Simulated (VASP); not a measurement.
# FeO (R-3m) in VASP: a series of runs

The runs below take FeO through single point, with PBE.

Everything below comes from runs of VASP 6.6.1. Logs are shortened: lines on timing, memory, paths and dates and some standing lists are left out, and cuts for length are marked.

### Step 1. The cell of the first run

The structure is trigonal, space group R-3m (No. 166). Conventional cell: a = 3.060 Å, b = 3.060 Å, c = 7.610 Å, α = 90.00°, β = 90.00°, γ = 120.00°. Fe (site symmetry -3m) has 6 O at 2.18 Å within 2.9 Å. O (site symmetry -3m) has 6 Fe at 2.18 Å within 2.9 Å.

### Step 2. Single point, PBE, collinear spin, ferromagnetic start (10.29 Å³/atom)

Contents of INCAR:

```
SYSTEM = FeO
PREC = Accurate
ENCUT = 520
EDIFF = 1E-6
ISMEAR = -1
SIGMA = 0.03
LREAL = .False.
LASPH = .True.
NELM = 150
ALGO = Normal
ISIF = 2
LWAVE = .False.
LCHARG = .False.
ISPIN = 2
MAGMOM = 3 0
LORBIT = 11
LMAXMIX = 4
GGA = PE
NBANDS = 18
```

Contents of KPOINTS:

```
regular mesh
0
Gamma
  16 16 16
  0 0 0
```

Contents of POSCAR:

```
FeO
1.0
    1.5302247659      0.8834756806      2.5365859808
   -1.5302247659      0.8834756806      2.5365859808
    0.0000000000     -1.7669513611      2.5365859808
Fe O
1 1
Direct
    0.0000000000      0.0000000000      0.0000000000
    0.5000000000      0.5000000000      0.5000000000
```

Potentials or basis: VASP PAW PBE potentials, release 64 (Fe, O).

The run is started by

```
$ cat potpaw_PBE.64/Fe/POTCAR potpaw_PBE.64/O/POTCAR > POTCAR
$ mpirun -np 1 vasp_std > vasp.out
```

OUTCAR:

```text
SYSTEM = FeO
   PREC = Accurate
   ENCUT = 520
   EDIFF = 1E-6
   ISMEAR = -1
   LREAL = .False.
   LASPH = .True.
   NELM = 150
   ISIF = 2
   ISPIN = 2
   LORBIT = 11
   GGA = PE

 ion  position               nearest neighbor table
   1  0.000  0.000  0.000-   2 2.18   2 2.18   2 2.18   2 2.18   2 2.18   2 2.18
   2  0.500  0.500  0.500-   1 2.18   1 2.18   1 2.18   1 2.18   1 2.18   1 2.18

  LATTYP: Found a trigonal (rhomboedric) cell.
 ALAT       =     3.0913404132
 COS(alpha) =     0.5099427870

  Lattice vectors:

 A1 = (   1.5302247659,   0.8834756806,   2.5365859808)
 A2 = (  -1.5302247659,   0.8834756806,   2.5365859808)
 A3 = (   0.0000000000,  -1.7669513611,   2.5365859808)

Analysis of symmetry for initial positions (statically):
=====================================================================
 Subroutine PRICEL returns:
 Original cell was already a primitive cell.

 Routine SETGRP: Setting up the symmetry group for a
 trigonal (rhombohedral) supercell.

 Subroutine GETGRP returns: Found 12 space group operations
 (whereof 12 operations were pure point group operations)
 out of a pool of 12 trial point group operations.

The static configuration has the point symmetry D_3d.

Analysis of symmetry for dynamics (positions and initial velocities):
=====================================================================
 Subroutine PRICEL returns:
 Original cell was already a primitive cell.

 Routine SETGRP: Setting up the symmetry group for a
 trigonal (rhombohedral) supercell.

 Subroutine GETGRP returns: Found 12 space group operations
 (whereof 12 operations were pure point group operations)
 out of a pool of 12 trial point group operations.

The dynamic configuration has the point symmetry D_3d.

Analysis of structural, dynamic, and magnetic symmetry:
=====================================================================
 Subroutine PRICEL returns:
 Original cell was already a primitive cell.

 Routine SETGRP: Setting up the symmetry group for a
 trigonal (rhombohedral) supercell.

 Subroutine GETGRP returns: Found 12 space group operations
 (whereof 12 operations were pure point group operations)
 out of a pool of 12 trial point group operations.

The overall configuration has the point symmetry D_3d.

 Subroutine INISYM returns: Found 12 space group operations
 (whereof 12 operations are pure point group operations),
 and found     1 'primitive' translations

----------------------------------------------------------------------------------------

                                     Primitive cell

  volume of cell :      20.5755

  direct lattice vectors                    reciprocal lattice vectors
     1.530224766  0.883475681  2.536585981     0.326749384  0.188648845  0.131410225
    -1.530224766  0.883475681  2.536585981    -0.326749384  0.188648845  0.131410225
     0.000000000 -1.766951361  2.536585981     0.000000000 -0.377297690  0.131410225

  length of vectors
     3.091340413  3.091340413  3.091340413     0.399527463  0.399527463  0.399527463

  position of ions in fractional coordinates (direct lattice)
     0.000000000  0.000000000  0.000000000
     0.500000000  0.500000000  0.500000000

  ion indices of the primitive-cell ions
   primitive index   ion index
                 1           1
                 2           2

----------------------------------------------------------------------------------------

 KPOINTS: regular mesh

Automatic generation of k-mesh.
 Grid dimensions read from file:
 generate k-points for:   16   16   16

 Generating k-lattice:

  Cartesian coordinates                     Fractional coordinates (reciprocal lattice)
     0.020421837  0.011790553  0.008213139     0.062500000 -0.000000000 -0.000000000
    -0.020421837  0.011790553  0.008213139    -0.000000000  0.062500000 -0.000000000
     0.000000000 -0.023581106  0.008213139     0.000000000  0.000000000  0.062500000

  Length of vectors
     0.024970466  0.024970466  0.024970466

  Shift w.r.t. Gamma in fractional coordinates (k-lattice)
     0.000000000  0.000000000  0.000000000

 Subroutine IBZKPT returns following result:
 ===========================================

 Found    417 irreducible k-points:

 Following reciprocal coordinates:
            Coordinates               Weight
  0.000000  0.000000  0.000000      1.000000
  0.062500  0.000000 -0.000000      6.000000
  0.125000  0.000000 -0.000000      6.000000
  0.187500  0.000000 -0.000000      6.000000
  0.250000  0.000000 -0.000000      6.000000
  0.312500  0.000000  0.000000      6.000000
[... 16 lines left out ...]
 -0.125000  0.062500  0.000000     12.000000
 -0.062500  0.062500  0.000000      6.000000
 [... further k-points ...]
   k-points           NKPTS =    417   k-points in BZ     NKDIM =    417   number of bands    NBANDS=     18
   number of dos      NEDOS =    301   number of ions     NIONS =      2
   total plane-waves  NPLWV =  13824
   dimension x,y,z NGX =    24 NGY =   24 NGZ =   24
   dimension x,y,z NGXF=    48 NGYF=   48 NGZF=   48
   ions per type =               1   1
   NGX,Y,Z   is equivalent  to a cutoff of  12.91, 12.91, 12.91 a.u.
   NGXF,Y,Z  is equivalent  to a cutoff of  25.81, 25.81, 25.81 a.u.
 SYSTEM =  FeO
   PREC   = accura    normal or accurate (medium, high low for compatibility)
   ISTART =      0    job   : 0-new  1-cont  2-samecut
   ICHARG =      2    charge: 1-file 2-atom 10-const
   ISPIN  =      2    spin polarized calculation?
   LNONCOLLINEAR =      F non collinear calculations
   LSORBIT =      F    spin-orbit coupling
   LASPH  =      T    aspherical Exc in radial PAW
   ENCUT  =  520.0 eV  38.22 Ry    6.18 a.u.   5.75  5.75  5.75*2*pi/ulx,y,z
   NELM   =    150;   NELMIN=  2; NELMDL= -5     # of ELM steps
   EDIFF  = 0.1E-05   stopping-criterion for ELM
   LREAL  =      F    real-space projection
   EDIFFG = 0.1E-04   stopping-criterion for IOM
   NSW    =      0    number of steps for IOM
   IBRION =     -1    ionic relax: 0-MD 1-quasi-New 2-CG
   NFREE  =      0    steps in history (QN), initial steepest desc. (CG)
   ISIF   =      2    stress and relaxation
   ISYM   =      2    0-nonsym 1-usesym 2-fastsym
   POTIM  = 0.5000    time-step for ionic-motion
   TEBEG  =    0.0;   TEEND  =   0.0 temperature during run
   PSTRESS=    0.0 pullay stress
   NELECT =      14.0000    total number of electrons
   NUPDOWN=      -1.0000    fix difference up-down
   EMIN   =  10.00;   EMAX   =-10.00  energy-range for DOS
   EFERMI =   0.00;   METHOD = LEGACY
   ISMEAR =    -1;   SIGMA  =   0.03  broadening in eV -4-tet -1-fermi 0-gaus
   EFERMI_NEDOS =   21; number of points for ismear=-14 and -15
   IALGO  =     38    algorithm
   IMIX   =      4    mixing-type and parameters
     AMIX     =   0.40;   BMIX     =  1.00
     AMIX_MAG =   1.60;   BMIX_MAG =  1.00
  volume/ion in A,a.u.               =      10.29        69.43
  Fermi-wavevector in a.u.,A,eV,Ry     =   1.439905  2.721027 28.209333  2.073328
  Thomas-Fermi vector in A             =   2.558709
   LORBIT       =     11    0 simple, 1 ext, 2 COOP (PROOUT), +10 PAW based schemes
   GGA     = PE    functional components
   LHFCALC =     F    Hartree Fock is set to
   AEXX    =    0.0000 exact exchange contribution
   IVDW    =     0    specifies the selected vdW correction
   LEPSILON=     F    determine dielectric tensor
   LRPA    =     F    only Hartree local field effects (RPA)
 spin polarized calculation
  energy-cutoff  :      520.00
  volume of cell :       20.58
 maximum number of plane-waves:       568
   NGX = 11   NGY = 11   NGZ = 11

 number of electron      14.0000001 magnetization       4.0000566

 Free energy of the ion-electron system (eV)
  ---------------------------------------------------
  ext. energy  EPLUGINS =         0.00000000
  ---------------------------------------------------
  free energy    TOTEN  =       -14.92382877 eV

  energy without entropy =      -14.91946825  energy(sigma->0) =      -14.92164851

 E-fermi :   5.9088     XC(G=0): -12.0154

 val. band max:        5.9082898544   @ k =  -0.3125   0.3125   0.1250
 cond. band min:       5.9088548052   @ k =  -0.2500   0.3750   0.1250
 fundamental gap:      0.0005649508
 Fermi energy:         5.9088345882

 spin component 1

 k-point     1 :       0.0000    0.0000    0.0000
  band No.  band energies     occupation
      1     -14.5917      1.00000
      2       2.0223      1.00000
      3       2.0822      1.00000
      4       2.0822      1.00000
      5       2.1482      1.00000
      6       2.2378      1.00000
[... 10 lines left out ...]
     17      26.1487      0.00000
     18      29.3200      0.00000

 k-point     2 :       0.0625    0.0000   -0.0000
  band No.  band energies     occupation
      1     -14.5546      1.00000
      2       1.5975      1.00000
      3       1.6407      1.00000
      4       1.6648      1.00000
      5       2.0824      1.00000
      6       2.1206      1.00000
[... 10 lines left out ...]
     17      26.6498      0.00000
     18      29.9607      0.00000

 k-point     3 :       0.1250    0.0000   -0.0000
  band No.  band energies     occupation
      1     -14.4470      1.00000
      2       0.8800      1.00000
      3       1.0664      1.00000
      4       1.1332      1.00000
      5       2.1583      1.00000
      6       2.1984      1.00000
[... 10 lines left out ...]
     17      27.9983      0.00000
     18      31.2976      0.00000

 k-point     4 :       0.1875    0.0000   -0.0000
  band No.  band energies     occupation
      1     -14.2806      1.00000
      2       0.0306      1.00000
      3       0.5804      1.00000
      4       0.6533      1.00000
      5       2.2759      1.00000
      6       2.3176      1.00000
[... 375 lines left out ...]
      4       0.6664      1.00000
      5       2.2766      1.00000
      6       2.4169      1.00000
[... 10 lines left out ...]
     17      30.7333      0.00000
     18      32.6137      0.00000

 k-point    23 :      -0.1250    0.0625    0.0000
  band No.  band energies     occupation
      1     -14.3675      1.00000
      2       0.3837      1.00000
      3       0.7107      1.00000
      4       1.1490      1.00000
      5       2.1597      1.00000
      6       2.3093      1.00000
[... 10 lines left out ...]
     17      29.1490      0.00000
     18      31.2417      0.00000

 k-point    24 :      -0.0625    0.0625    0.0000
  band No.  band energies     occupation
      1     -14.4939      1.00000
      2       1.0879      1.00000
      3       1.1724      1.00000
      4       1.5647      1.00000
      5       2.0856      1.00000
      6       2.2202      1.00000
[... 10 lines left out ...]
     17      27.6396      0.00000
     18      30.1876      0.00000

 [... further k-points ...]

 spin component 2

 k-point     1 :       0.0000    0.0000    0.0000
  band No.  band energies     occupation
      1     -14.0686      1.00000
      2       2.6924      1.00000
      3       2.7879      1.00000
      4       2.7879      1.00000
      5       5.1557      1.00000
      6       5.2338      1.00000
[... 10 lines left out ...]
     17      27.7275      0.00000
     18      30.3797      0.00000

 k-point     2 :       0.0625    0.0000   -0.0000
  band No.  band energies     occupation
      1     -14.0309      1.00000
      2       2.4467      1.00000
      3       2.5919      1.00000
      4       2.6722      1.00000
      5       5.2057      1.00000
      6       5.2813      1.00000
[... 10 lines left out ...]
     17      28.1088      0.00000
     18      31.1046      0.00000

 k-point     3 :       0.1250    0.0000   -0.0000
  band No.  band energies     occupation
      1     -13.9220      1.00000
      2       1.7096      1.00000
      3       2.2985      1.00000
      4       2.3843      1.00000
      5       5.3315      1.00000
      6       5.3919      1.00000
[... 10 lines left out ...]
     17      29.1903      0.00000
     18      32.4952      0.00000

 k-point     4 :       0.1875    0.0000   -0.0000
  band No.  band energies     occupation
      1     -13.7533      1.00000
      2       0.8428      1.00000
      3       1.9399      1.00000
      4       2.0276      1.00000
      5       5.5012      1.00000
      6       5.5307      1.00000
[... 375 lines left out ...]
      4       1.9187      1.00000
      5       5.5066      1.00000
      6       5.5558      0.99999
[... 10 lines left out ...]
     17      31.6311      0.00000
     18      33.7772      0.00000

 k-point    23 :      -0.1250    0.0625    0.0000
  band No.  band energies     occupation
      1     -13.8413      1.00000
      2       1.2739      1.00000
      3       2.0797      1.00000
      4       2.2776      1.00000
      5       5.3421      1.00000
      6       5.4375      1.00000
[... 10 lines left out ...]
     17      30.2901      0.00000
     18      32.4353      0.00000

 k-point    24 :      -0.0625    0.0625    0.0000
  band No.  band energies     occupation
      1     -13.9694      1.00000
      2       1.9980      1.00000
      3       2.3924      1.00000
      4       2.5597      1.00000
      5       5.2372      1.00000
      6       5.3335      1.00000
[... 10 lines left out ...]
     17      29.0093      0.00000
     18      31.3337      0.00000

 [... further k-points ...]
[... 5 lines left out ...]
  --------------------------------------------------------------------------------------
  -------------------------------------------------------------------------------------
  Total       -0.5929986     -0.5929986     -0.7280572      0.0000000     -0.0000000      0.0000000
  in kB      -46.1757082    -46.1757082    -56.6924789      0.0000000     -0.0000000      0.0000000
  external PRESSURE =     -49.6812985 kB  Pullay stress =       0.0000000 kB

 VOLUME and BASIS-vectors are now :
 -----------------------------------------------------------------------------
  energy-cutoff  :      520.00
  volume of cell :       20.58
      direct lattice vectors                 reciprocal lattice vectors
     1.530224766  0.883475681  2.536585981     0.326749384  0.188648845  0.131410225
    -1.530224766  0.883475681  2.536585981    -0.326749384  0.188648845  0.131410225
     0.000000000 -1.766951361  2.536585981     0.000000000 -0.377297690  0.131410225

 POSITION                                       TOTAL-FORCE (eV/Angst)
 -----------------------------------------------------------------------------------
      0.00000      0.00000      0.00000         0.000000      0.000000     -0.000000
      0.00000      0.00000      3.80488        -0.000000     -0.000000      0.000000
 -----------------------------------------------------------------------------------
    total drift:                               -0.000000      0.000000     -0.000000

  FREE ENERGIE OF THE ION-ELECTRON SYSTEM (eV)
  ---------------------------------------------------
  free  energy   TOTEN  =       -14.9238287682 eV

  energy  without entropy=      -14.9194682543  energy(sigma->0) =      -14.92164851

 total charge

# of ion       s       p       d       tot
------------------------------------------
    1        0.280   0.340   6.068   6.688
    2        1.556   3.423   0.000   4.980
--------------------------------------------------
tot          1.836   3.764   6.068  11.668

 magnetization (x)

# of ion       s       p       d       tot
------------------------------------------
    1        0.027   0.021   3.575   3.622
    2        0.029   0.267   0.000   0.296
--------------------------------------------------
tot          0.056   0.288   3.575   3.919
```

Wall time 11 min (1 thread of Oxide Virtual Turin-like, shared host); peak memory 0.3 GiB.

What came out:

* Free energy: -14.9238 eV
* Pressure: -5.0 GPa
* Band gap on the k mesh: zero (filled and empty bands overlap)
* Net moment: 4.00 μB per cell
* Site moments: Fe +3.62; O +0.30 μB
* Valence electrons inside the program's atomic spheres: Fe 6.69; O 4.98

Stress tensor (GPa, compression positive):
```
-4.62  0.00  0.00
 0.00 -4.62  0.00
 0.00  0.00 -5.67
```

Caveat: the cell stands under tension; a cell with one magnetic atom can't hold antiferromagnetic order, which such compounds often take; semilocal functionals often make such compounds metallic where correlation or magnetic order opens a gap, which also shifts bond lengths.

### Step 3. Single point, PBE, collinear spin, ferromagnetic start (10.54 Å³/atom)

This run uses another cell than the first one, of 10.54 Å³/atom.

Contents of INCAR:

```
SYSTEM = FeO
PREC = Accurate
ENCUT = 520
EDIFF = 1E-7
ISMEAR = -1
SIGMA = 0.03
LREAL = .FALSE.
LASPH = .TRUE.
NELM = 150
ALGO = Normal
ISIF = 2
LWAVE = .FALSE.
LCHARG = .FALSE.
ISPIN = 2
MAGMOM = 3 0
LORBIT = 11
LMAXMIX = 4
GGA = PE
NBANDS = 18
```

Contents of KPOINTS:

```
Automatic mesh
0
G
  16 16 16
  0 0 0
```

Contents of POSCAR:

```
FeO
1.0
    1.5425658212      0.8906007921      2.5570432028
   -1.5425658212      0.8906007921      2.5570432028
    0.0000000000     -1.7812015843      2.5570432028
Fe O
1 1
Direct
    0.0000000000      0.0000000000      0.0000000000
    0.5000000000      0.5000000000      0.5000000000
```

Potentials or basis: VASP PAW PBE potentials, release 64 (Fe, O).

The run is started by

```
$ cat potpaw_PBE.64/Fe/POTCAR potpaw_PBE.64/O/POTCAR > POTCAR
$ mpirun -np 1 vasp_std > vasp.out
```

It took 9.9 min on 1 thread of Oxide Virtual Turin-like, shared host; peak memory 0.31 GiB.

Results (log left out):

```
Free energy                                           : -14.9029 eV
Pressure                                              : -8.7 GPa
Band gap on the k mesh                                : zero (filled and empty bands overlap)
Net moment                                            : 4.00 μB per cell
Site moments                                          : Fe +3.63; O +0.29 μB
Valence electrons inside the program's atomic spheres : Fe 6.65; O 4.97
```

Stress tensor (GPa, compression positive):
```
-8.32  0.00  0.00
 0.00 -8.32  0.00
 0.00  0.00 -9.41
```

Levels at points of the mesh, in eV from the Fermi level:
Spin up:
```tsv
k point	band 6	band 7	band 8	band 9	band 10	band 11	band 12	band 13
(0.00, 0.00, 0.00)	-3.67	-3.67	-3.58	-3.58	-0.17	15.28	16.37	16.75
(0.50, 0.00, 0.00)	-3.07	-2.54	-0.50	-0.47	3.93	8.04	12.03	12.21
(0.50, 0.50, 0.00)	-3.32	-2.92	-2.85	-2.85	4.91	8.41	10.52	14.02
(0.50, 0.50, 0.50)	-3.11	-2.59	-0.51	-0.51	4.04	7.83	12.39	12.39
```
Spin down:
```
           k point  band 3  band 4  band 5  band 6  band 7  band 8
(0.00, 0.00, 0.00)   -3.05   -3.05   -0.72   -0.65   -0.65    0.21
(0.50, 0.00, 0.00)   -4.91   -4.82    0.32    0.39    0.56    2.59
(0.50, 0.50, 0.00)   -4.24   -4.14   -1.92    0.66    0.67    0.71
(0.50, 0.50, 0.50)   -4.79   -4.79    0.33    0.33    0.51    2.57
```

Caveat: the cell stands under tension; a cell with one magnetic atom can't hold antiferromagnetic order, which such compounds often take; semilocal functionals often make such compounds metallic where correlation or magnetic order opens a gap, which also shifts bond lengths. With open d or f shells a metallic result of PBE can be an artefact of self-interaction; +U or a hybrid may open a gap.
